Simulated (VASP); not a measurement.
# HgTe (F-43m) in VASP: further runs, part 2 of 2

VASP 6.6.1. Earlier steps stand in the parts before.

## (3) Relaxation of cell and atoms, PBEsol

This run uses another cell than the first one, of 33.50 Å³/atom, 0.970 times its volume.

INCAR

```
PREC = Accurate ; ENCUT = 600
EDIFF = 1E-6 ; ISMEAR = 0
SIGMA = 0.1 ; LREAL = False
LASPH = True ; NELM = 100
ALGO = Normal ; ISIF = 3
LWAVE = False ; LCHARG = False
GGA = PS ; IBRION = 2
NSW = 100 ; EDIFFG = -0.005
```

KPOINTS

```
Automatic mesh
0
Gamma
  12 12 12
```

POSCAR

```
HgTe
1.0
    0.0000000000      3.2234988908      3.2234988908
    3.2234988908      0.0000000000      3.2234988908
    3.2234988908      3.2234988908      0.0000000000
Hg Te
1 1
Direct
    0.0000000000      0.0000000000      0.0000000000
    0.2500000000      0.2500000000      0.2500000000
```

Potentials or basis: VASP PAW PBE potentials, release 64 (Hg, Te).

On the command line:

```bash
$ cat potpaw_PBE.64/Hg/POTCAR potpaw_PBE.64/Te/POTCAR > POTCAR
$ mpirun -np 1 vasp_std > vasp.out
```

OUTCAR:

```text
PREC = Accurate
   ENCUT = 600
   EDIFF = 1E-6
   ISMEAR = 0
   LREAL = False
   LASPH = True
   NELM = 100
   ISIF = 3
   GGA = PS
   IBRION = 2
   NSW = 100
   EDIFFG = -0.005

 ion  position               nearest neighbor table
   1  0.000  0.000  0.000-   2 2.79   2 2.79   2 2.79   2 2.79
   2  0.250  0.250  0.250-   1 2.79   1 2.79   1 2.79   1 2.79

  LATTYP: Found a face centered cubic cell.
 ALAT       =     6.4469977816

  Lattice vectors:

 A1 = (   0.0000000000,   3.2234988908,   3.2234988908)
 A2 = (   3.2234988908,   0.0000000000,   3.2234988908)
 A3 = (   3.2234988908,   3.2234988908,   0.0000000000)

Analysis of symmetry for initial positions (statically):
=====================================================================
 Subroutine PRICEL returns:
 Original cell was already a primitive cell.

 Routine SETGRP: Setting up the symmetry group for a
 face centered cubic supercell.

 Subroutine GETGRP returns: Found 24 space group operations
 (whereof 24 operations were pure point group operations)
 out of a pool of 48 trial point group operations.

The static configuration has the point symmetry T_d .

Analysis of symmetry for dynamics (positions and initial velocities):
=====================================================================
 Subroutine PRICEL returns:
 Original cell was already a primitive cell.

 Routine SETGRP: Setting up the symmetry group for a
 face centered cubic supercell.

 Subroutine GETGRP returns: Found 24 space group operations
 (whereof 24 operations were pure point group operations)
 out of a pool of 48 trial point group operations.

The dynamic configuration has the point symmetry T_d .

 Subroutine INISYM returns: Found 24 space group operations
 (whereof 24 operations are pure point group operations),
 and found     1 'primitive' translations

----------------------------------------------------------------------------------------

                                     Primitive cell

[... 134 lines left out ...]
  ---------------------------------------------------
  ext. energy  EPLUGINS =         0.00000000
  ---------------------------------------------------
  free energy    TOTEN  =        -4.36752704 eV

  energy without entropy =       -4.36737479  energy(sigma->0) =       -4.36745092

------------------------ aborting loop because EDIFF is reached ----------------------------------------

  FORCE on cell =-STRESS in cart. coord.  units (eV):
  Direction    XX          YY          ZZ          XY          YZ          ZX
  --------------------------------------------------------------------------------------
  -------------------------------------------------------------------------------------
  Total        0.6097309      0.6097309      0.6097309      0.0000000     -0.0000000      0.0000000
  in kB       14.5826409     14.5826409     14.5826409      0.0000000     -0.0000000      0.0000000
  external PRESSURE =      14.5826409 kB  Pullay stress =       0.0000000 kB
[... 59 lines left out ...]
--------------------------------------- Ionic step        3  -------------------------------------------

 number of electron      18.0000002 magnetization

 Free energy of the ion-electron system (eV)
  ---------------------------------------------------
  ext. energy  EPLUGINS =         0.00000000
  ---------------------------------------------------
  free energy    TOTEN  =        -4.37712465 eV

  energy without entropy =       -4.37696802  energy(sigma->0) =       -4.37704634

 E-fermi :   2.7650     XC(G=0):  -8.8278

 val. band max:        2.7007975045   @ k =   0.0000   0.0000   0.0000
 cond. band min:       3.0878308109   @ k =   0.0833   0.0000   0.0000
 fundamental gap:      0.3870333064
 Fermi energy:         2.7650271548

 k-point     1 :       0.0000    0.0000    0.0000
  band No.  band energies     occupation
      1      -9.1523      2.00000
      2      -4.5061      2.00000
      3      -4.5061      2.00000
      4      -4.5061      2.00000
      5      -3.9992      2.00000
      6      -3.9992      2.00000
      7       1.8399      2.00000
      8       2.7008      1.63630
      9       2.7008      1.63630
     10       2.7008      1.63630
     11       6.9247      0.00000
     12       6.9247      0.00000
     13       6.9247      0.00000
[... 354 lines left out ...]
  band No.  band energies     occupation
      1      -8.5488      2.00000
      2      -4.3663      2.00000
      3      -4.3440      2.00000
      4      -4.0154      2.00000
      5      -3.9888      2.00000
      6      -3.6950      2.00000
      7      -2.5444      2.00000
      8       0.6101      2.00000
      9       1.5174      2.00000
     10       4.4424      0.00000
     11       7.2223      0.00000
     12       8.2592      0.00000
     13       9.2818      0.00000

 [... further k-points ...]

------------------------ aborting loop because EDIFF is reached ----------------------------------------

  FORCE on cell =-STRESS in cart. coord.  units (eV):
  Direction    XX          YY          ZZ          XY          YZ          ZX
  --------------------------------------------------------------------------------------
  -------------------------------------------------------------------------------------
  Total       -0.0004142     -0.0004142     -0.0004142      0.0000000      0.0000000      0.0000000
  in kB       -0.0095957     -0.0095957     -0.0095957      0.0000000      0.0000000      0.0000000
  external PRESSURE =      -0.0095957 kB  Pullay stress =       0.0000000 kB
[... 17 lines left out ...]
  FREE ENERGIE OF THE ION-ELECTRON SYSTEM (eV)
  ---------------------------------------------------
  free  energy   TOTEN  =        -4.3771246528 eV

  energy  without entropy=       -4.3769680180  energy(sigma->0) =       -4.37704634

 reached required accuracy - stopping structural energy minimisation
```

OSZICAR:

```text
N       E                     dE             d eps       ncg     rms          rms(c)
DAV:   1     0.115849128281E+03    0.11585E+03   -0.87469E+03  1872   0.134E+03
DAV:   2     0.150579654562E+00   -0.11570E+03   -0.10900E+03  2007   0.278E+02
DAV:   3    -0.455825953912E+01   -0.47088E+01   -0.46810E+01  2287   0.590E+01
[... 26 lines left out ...]
DAV:   4    -0.437714806459E+01    0.28142E-03   -0.70626E-04  2052   0.236E-01    0.540E-02
DAV:   5    -0.437712253150E+01    0.25533E-04   -0.11157E-04  2031   0.139E-01    0.536E-02
DAV:   6    -0.437712582442E+01   -0.32929E-05   -0.21435E-05  2032   0.482E-02    0.208E-02
DAV:   7    -0.437712438185E+01    0.14426E-05   -0.57824E-06  2007   0.321E-02    0.364E-03
DAV:   8    -0.437712465277E+01   -0.27092E-06   -0.54213E-07  1341   0.662E-03
   3 F= -.43771247E+01 E0= -.43770463E+01  d E =-.959761E-02
```

CONTCAR:

```text
HgTe
   1.00000000000000
     0.0000000000000000    3.2579855477000943    3.2579855477000943
     3.2579855477000943   -0.0000000000000000    3.2579855477000943
     3.2579855477000943    3.2579855477000943    0.0000000000000000
  Hg              Te
     1     1
Direct
     0.0000000000000000    0.0000000000000000    0.0000000000000000
     0.2500000000000000    0.2500000000000000    0.2500000000000000

  0.00000000E+00  0.00000000E+00  0.00000000E+00
  0.00000000E+00  0.00000000E+00  0.00000000E+00
```

Wall time 6 min (1 thread of AMD EPYC 7R13, shared host); peak memory 0.25 GiB.

What came out:

* Free energy: -4.3771 eV
* Relaxed volume: 34.58 Å³/atom
* Relaxed cell: a = 4.607 Å, b = 4.607 Å, c = 4.607 Å, α = 60.00°, β = 60.00°, γ = 60.00°
* Space group after relaxing (to 0.05 Å): F-43m (No. 216)
* Energy gained by relaxing: 4.8 meV/atom
* Ionic steps: 3
* Pressure after relaxing: 0.0 GPa
* Band gap on the k mesh: zero (filled and empty bands touch)

Step by step:
```tsv
step	energy change (eV)	largest force (eV/Å)	pressure (GPa)	volume (Å³)
1	0.0000	0.0000	1.46	66.99
2	-0.0083	0.0000	-0.48	69.99
3	-0.0096	0.0000	0.00	69.16
```

Final structure:
```
Hg Te
1.0
     0.00000    3.25799    3.25799
     3.25799    0.00000    3.25799
     3.25799    3.25799    0.00000
Hg Te
1 1
Cartesian
  0.0000 0.0000 0.0000
  1.6290 1.6290 1.6290
```

Caveat: the PAW data sets were made with another functional, which shifts forces and pressure a little; spin-orbit coupling is left out, which moves the levels of the heavy elements.

## (4) Single point, PBEsol

INCAR

```
PREC = Accurate ; ENCUT = 520
EDIFF = 1E-6 ; ISMEAR = 0
SIGMA = 0.1 ; LREAL = F
LASPH = T ; NELM = 100
ALGO = Normal ; ISIF = 2
LWAVE = F ; LCHARG = F
GGA = PS ; NBANDS = 16
ISYM = 0
```

KPOINTS

```
Automatic mesh
0
Gamma
  8 8 11
```

POSCAR

```
HgTe
1.0
    4.6045185716      0.0000000000      0.0000000000
    0.0000000000      4.6045185716      0.0000000000
    2.3022592858      2.3022592858      3.2558863061
Hg Te
1 1
Direct
    0.0000000000      0.0000000000      0.0000000000
    0.2500000000      0.7500000000      0.5000000000
```

On the command line:

```bash
$ cat potpaw_PBE.64/Hg/POTCAR potpaw_PBE.64/Te/POTCAR > POTCAR
$ mpirun -np 1 vasp_std > vasp.out
```

It took 17 min on 1 thread of AMD EPYC 7R13, shared host; peak memory 0.49 GiB.

The run converged. Its results:

```yaml
Free_energy: -4.3767 eV
Pressure: 0.1 GPa
Band_gap_on_the_k_mesh: zero (filled and empty bands touch)
```

Levels at points of the mesh, in eV from the Fermi level:
```
           k point  band 5  band 6  band 7  band 8  band 9  band 10  band 11  band 12  band 13  band 14
(0.00, 0.00, 0.00)   -6.75   -6.75   -0.90   -0.04   -0.04    -0.04     4.18     4.18     4.18     6.27
(0.50, 0.00, 0.00)   -6.73   -6.46   -5.43   -0.99   -0.99     0.59     4.96     4.96     6.69     7.68
(0.00, 0.50, 0.00)   -6.73   -6.46   -5.43   -0.99   -0.99     0.59     4.96     4.96     6.69     7.68
(0.50, 0.50, 0.00)   -6.69   -6.33   -5.39   -2.24   -2.24     1.81     2.40     7.98     8.68     8.68
```

Caveat: the PAW data sets were made with another functional, which shifts forces and pressure a little; spin-orbit coupling is left out, which moves the levels of the heavy elements.

## (5) Overview

| task | cell | k mesh | cutoff (eV) | gap on the mesh (eV) | pressure (GPa) |
| --- | --- | --- | --- | --- | --- |
| single point | a = 4.605 Å, angles 60.0°, 2 atoms | 12 × 12 × 12 | 520 | none | 0.1 |
| relaxation of cell and atoms | relaxed from a = 4.559 Å, angles 60.0°, 2 atoms | 12 × 12 × 12 | 600 | none | 0.0 |
| single point | a = 4.605 Å, angles 60.0, 60.0, 90.0°, 2 atoms | 8 × 8 × 11 | 520 | none | 0.1 |

Alike in all rows: level PBEsol; potentials or basis VASP PAW PBE potentials, release 64 (Hg, Te); no spin polarisation; smearing gaussian 0.1 eV.

Caveats: the PAW data sets were made with another functional, which shifts forces and pressure a little; spin-orbit coupling is left out, which moves the levels of the heavy elements.

Total energies depend on the potentials used, so only differences within one code and one set of settings carry meaning.
